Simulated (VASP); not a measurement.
Input of a VASP 6.6.1 run:

The input INCAR:

```
PREC     = Accurate       # precision mode
ENCUT    = 520            # plane-wave cutoff, eV
EDIFF    = 1E-6           # SCF threshold, eV
ISMEAR   = -1             # smearing method
SIGMA    = 0.1            # smearing width, eV
LREAL    = False          # projectors in reciprocal space
LASPH    = True           # aspherical terms in the spheres
NELM     = 80             # most SCF steps
ALGO     = Normal         # electronic algorithm
ISIF     = 2              # what is computed and relaxed
LWAVE    = False          # write WAVECAR
LCHARG   = True           # write CHGCAR
GGA      = PE             # functional
LELF     = True           # ELF
LVHAR    = True         
NBANDS   = 12             # bands
```

File KPOINTS:

```
regular mesh
0
Gamma
  7 7 7
```

File POSCAR:

```
Y
1.0
    2.8630694803      0.0000000000      0.0000000000
    0.0000000000      2.8630694803      0.0000000000
    0.0000000000      0.0000000000      2.8630694803
Y
1
Direct
    0.0000000000      0.0000000000      0.0000000000
```

Potentials or basis: VASP PAW PBE potentials, release 64 (Y_sv).

The run is started by

```bash
$ cat potpaw_PBE.64/Y_sv/POTCAR > POTCAR
$ mpirun -np 1 vasp_std > vasp.out
```

(1) What does it give for the band gap on the k mesh?

(2) Predict the pressure.

Results:

(1) zero (an odd number of electrons rules out a gap without spin polarisation).

(2) 19.9 GPa.

Caveat: the cell stands under pressure.
